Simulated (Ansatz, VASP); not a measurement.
# Ti3Si: VASP beside Ansatz

POSCAR

```
Ti3Si
1.0
    5.6313135898      0.0000000000      0.0000000000
   -2.8156567949      4.8768606255      0.0000000000
    0.0000000000      0.0000000000      4.5054524700
Ti Si
6 2
Direct
    0.3435999600      0.1717999800      0.7500000000
    0.8282000200      0.1717999800      0.7500000000
    0.8282000200      0.6564000400      0.7500000000
    0.6564000400      0.8282000200      0.2500000000
    0.1717999800      0.8282000200      0.2500000000
    0.1717999800      0.3435999600      0.2500000000
    0.3333333300      0.6666666700      0.7500000000
    0.6666666700      0.3333333300      0.2500000000
```

The input INCAR.step1:

```
SYSTEM = Ti3Si
PREC     = Accurate       ! precision mode
ENCUT    = 520            ! plane-wave cutoff, eV
ISMEAR   = 0              ! smearing method
SIGMA    = 0.1            ! smearing width, eV
LREAL    = .False.        ! projectors in reciprocal space
LASPH    = .True.         ! aspherical terms in the spheres
NELM     = 60             ! most SCF steps
NBANDS   = 50             ! bands
GGA      = PE             ! functional
ALGO     = Normal         ! electronic algorithm
EDIFF    = 1E-4           ! SCF threshold, eV
LWAVE    = .True.         ! write WAVECAR
LCHARG   = .False.        ! write CHGCAR
```

Contents of INCAR.step2:

```
SYSTEM = Ti3Si
PREC     = Accurate       ! precision mode
ENCUT    = 520            ! plane-wave cutoff, eV
EDIFF    = 1E-6           ! SCF threshold, eV
ISMEAR   = 0              ! smearing method
SIGMA    = 0.1            ! smearing width, eV
LREAL    = .False.        ! projectors in reciprocal space
LASPH    = .True.         ! aspherical terms in the spheres
NELM     = 60             ! most SCF steps
ALGO     = Normal         ! electronic algorithm
ISIF     = 2              ! what is computed and relaxed
LWAVE    = .False.        ! write WAVECAR
LCHARG   = .False.        ! write CHGCAR
METAGGA  = R2SCAN         ! meta-GGA
LMIXTAU  = .True.       
NBANDS   = 50             ! bands
ISTART   = 1
```

File KPOINTS:

```
Automatic mesh
0
Gamma
  6 6 4
  0 0 0
```

Input for Ansatz:

```yaml
crystal:
  lattice:
    - [5.6313135898, 0.0, 0.0]
    - [-2.8156567949, 4.8768606255, 0.0]
    - [0.0, 0.0, 4.50545247]
  atoms:
    - { symbol: Ti, position: [0.34359996, 0.17179998, 0.75] }
    - { symbol: Ti, position: [0.82820002, 0.17179998, 0.75] }
    - { symbol: Ti, position: [0.82820002, 0.65640004, 0.75] }
    - { symbol: Ti, position: [0.65640004, 0.82820002, 0.25] }
    - { symbol: Ti, position: [0.17179998, 0.82820002, 0.25] }
    - { symbol: Ti, position: [0.17179998, 0.34359996, 0.25] }
    - { symbol: Si, position: [0.33333333, 0.66666667, 0.75] }
    - { symbol: Si, position: [0.66666667, 0.33333333, 0.25] }
basis:
  ecutwfc: 500
kpoints:
  mp_grid: { grid: [6, 6, 4] }
hamiltonian:
  xc: r2scan
scf:
  occupations: { method: gaussian, width: 0.1 }
output:
  forces: true
  stress: true
  eigenvalues: true
```

Alike in both runs: task single point; functional r2SCAN; k mesh 6 × 6 × 4; occupations gaussian, width 0.1 eV; no spin polarisation.

```csv
,VASP,Ansatz
version,VASP 6.6.1,Ansatz 0.2.0
potentials or method,"VASP PAW PBE potentials, release 64 (Ti_sv, Si), cutoff 520 eV","scalar-relativistic, plane waves, PAW"
valence electrons in the cell,80,80
```

VASP gave:

| Quantity | Value |
| --- | --- |
| gap on the k mesh at the Fermi level (eV) | none |
| pressure (GPa) | 0.2 |
| traceless stress, the component that is largest in VASP (GPa) | -0.23 |
| rms of the force components (eV/Å) | 0.004 |

Task: Estimate Ansatz's values.

Result: gap on the k mesh at the Fermi level (eV): none; pressure (GPa): -0.3; traceless stress, the component that is largest in VASP (GPa): -0.25; rms of the force components (eV/Å): 0.009.

VASP's potentials were made for PBE, not for r2SCAN. Atom by atom the forces differ by 0.005 eV/Å (rms over components). A gap of «none» marks a metal or a gap that the smearing closes. The functional is the same, so the differences come from potentials, cutoffs and numerics.
